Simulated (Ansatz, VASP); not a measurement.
## Two plane-wave programs on Cd

```
CELL_PARAMETERS angstrom
0.00000 3.48826 3.48826
3.48826 0.00000 3.48826
3.48826 3.48826 0.00000
ATOMIC_POSITIONS crystal
Cd 0.12500 0.12500 0.12500
Cd 0.87500 0.87500 0.87500
```

Alike in both runs: functional RPBE; k mesh 9 × 9 × 9; occupations fermi-dirac, width 0.1 eV; no spin polarisation.

Ansatz relaxed the structure, and its values are those at the end. VASP's run is a single point on that final structure, the one shown.

```csv
,VASP,Ansatz
version,VASP 6.6.1,Ansatz 0.2.0
potentials or method,"VASP PAW PBE potentials, release 64 (Cd), cutoff 520 eV","plane waves (420 eV) with PAW, scalar-relativistic"
valence electrons in the cell,24,40
```

```tsv
	VASP	Ansatz	Ansatz less VASP
pressure (GPa)	0.1	0.0	-0.07
```

VASP's potentials were made for PBE, not for RPBE. The functional is the same, so the differences come from potentials, cutoffs and numerics. VASP's potentials hold 24 valence electrons a cell and Ansatz's 40, so a difference there can come from the potentials and not from the codes.
